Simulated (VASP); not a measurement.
Write the native input for VASP 6.6.1 that does the following.

* Task: single point
* Functional: r2SCAN50
* Potentials or basis: VASP PAW PBE potentials, release 64 (Zn, S)
* Cutoff: 520 eV
* k mesh: 5 × 5 × 5
* Occupations: fermi-dirac, width 0.05 eV
* Spin: no spin polarisation
* Dipole correction: no
* Grid for exact exchange (PRECFOCK): Normal
* Further INCAR settings: ALGO = Normal; EDIFF = 1e-06; NBANDS = 16

ZnS:

```xyz
2
Lattice="0.0000 2.6839 2.6839 2.6839 0.0000 2.6839 2.6839 2.6839 0.0000" Properties=species:S:1:pos:R:3 pbc="T T T"
Zn    4.0258    4.0258    4.0258
S     0.0000    0.0000    0.0000
```

These files were run (other wordings do the same):

POSCAR

```
ZnS
1.0
    0.0000000000      2.6838652254      2.6838652254
    2.6838652254      0.0000000000      2.6838652254
    2.6838652254      2.6838652254      0.0000000000
Zn S
1 1
Direct
    0.7500000000      0.7500000000      0.7500000000
    0.0000000000      0.0000000000      0.0000000000
```

INCAR.step1

```
PREC = Accurate
ENCUT = 520
EDIFF = 1E-5
ISMEAR = -1
SIGMA = 0.05
LREAL = False
LASPH = True
NELM = 80
ALGO = Normal
ISIF = 2
LWAVE = True
LCHARG = False
NBANDS = 16
GGA = PE
```

INCAR.step2

```
PREC = Accurate
ENCUT = 520
EDIFF = 1E-6
ISMEAR = -1
SIGMA = 0.05
LREAL = False
LASPH = True
NELM = 80
ALGO = Normal
ISIF = 2
LWAVE = False
LCHARG = False
METAGGA = R2SCAN
LHFCALC = True
AEXX = 0.5
LMIXTAU = True
PRECFOCK = Normal
NBANDS = 16
ISTART = 1
```

KPOINTS

```
regular mesh
0
Gamma
  5 5 5
```

Potentials or basis: VASP PAW PBE potentials, release 64 (Zn, S).

Run with:

```console
$ cat potpaw_PBE.64/Zn/POTCAR potpaw_PBE.64/S/POTCAR > POTCAR
$ cp INCAR.step1 INCAR
$ mpirun -np 1 vasp_std > vasp.out
$ cp INCAR.step2 INCAR
$ mpirun -np 1 vasp_std > vasp.out
```

It gave:

- Pressure: 1.0 GPa
- Band gap on the k mesh: 6.21 eV, direct

Caveat: the PAW data sets were made with another functional, which shifts forces and pressure a little.

Run time: 15 min on 1 thread of AMD EPYC 7R13 Processor (Zen 3), on a shared host, peak memory 0.15 GiB.
